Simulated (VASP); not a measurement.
ScAl3:

```
Sc Al
1.0
     4.08781    0.00000    0.00000
     0.00000    4.08781    0.00000
     0.00000    0.00000    4.08781
Sc Al
1 3
Cartesian
  0.0000 0.0000 0.0000
  2.0439 2.0439 0.0000
  0.0000 2.0439 2.0439
  2.0439 0.0000 2.0439
```

| Property | Result |
| --- | --- |
| Program | VASP 6.6.1 |
| Task | relaxation of cell and atoms |
| Functional | RPBE |
| Dispersion | D3(BJ) |
| Potentials or basis | VASP PAW PBE potentials, release 64 (Sc_sv, Al) |
| Cutoff | 600 eV |
| k mesh | 7 × 7 × 7 |
| Occupations | fermi-dirac, width 0.05 eV |
| Spin | no spin polarisation |

At the start: pressure -19.9 GPa; volume 17.08 Å³/atom.

Problem. How do energy, volume and symmetry change on relaxing?

Solution. Over 6 steps the energy falls by 220.6 meV/atom and the volume is 14.04 Å³/atom (-17.8 %); space group Pm-3m (No. 221, to 0.05 Å).

The path:
```
step  energy change (eV)  largest force (eV/Å)  pressure (GPa)  volume (Å³)
   1              0.0000                0.0000          -19.93        68.31
   2             -0.4346                0.0000           23.36        49.39
   3             -0.8821                0.0000           -0.27        56.27
   4             -0.8821                0.0000            0.28        56.04
   5             -0.8822                0.0000           -0.19        56.22
   6             -0.8822                0.0000            0.02        56.14
```

Final structure:
```
Sc Al
1.0
     3.82916    0.00000    0.00000
     0.00000    3.82916    0.00000
     0.00000    0.00000    3.82916
Sc Al
1 3
Direct
  0.00000 0.00000 0.00000
  0.50000 0.50000 0.00000
  0.00000 0.50000 0.50000
  0.50000 0.00000 0.50000
```

Caveat: the volume moved by over 15 % at a fixed basis, so the end points are rough; the PAW data sets were made with another functional, which shifts forces and pressure a little; pairwise dispersion overbinds metals, which lowers pressure and volume.
